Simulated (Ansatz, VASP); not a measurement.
**Ti: VASP beside Ansatz**

```xyz
2
Lattice="2.9391 0.0000 0.0000 -1.4695 2.5453 0.0000 0.0000 0.0000 4.6494" Properties=species:S:1:pos:R:3 pbc="T T T"
Ti    0.0000    1.6969    1.1623
Ti    1.4695    0.8484    3.4870
```

Alike in both runs: functional PBE; k mesh 18 × 18 × 10; occupations gaussian, width 0.1 eV; no spin polarisation.

Ansatz relaxed the structure, and its values are those at the end. VASP's run is a single point on that final structure, the one shown.

```csv
,VASP,Ansatz
version,VASP 6.6.1,Ansatz 0.2.0
potentials or method,"VASP PAW PBE potentials, release 64 (Ti_sv), cutoff 520 eV","scalar-relativistic, plane waves, PAW"
valence electrons in the cell,24,24
```

Ansatz gave:

| Property | Result |
| --- | --- |
| gap on the k mesh at the Fermi level (eV) | none |
| pressure (GPa) | 0.0 |

Problem. Which values does VASP return?

Solution. gap on the k mesh at the Fermi level (eV): none; pressure (GPa): -0.7.

A gap of «none» marks a metal or a gap that the smearing closes. The functional is the same, so the differences come from potentials, cutoffs and numerics.
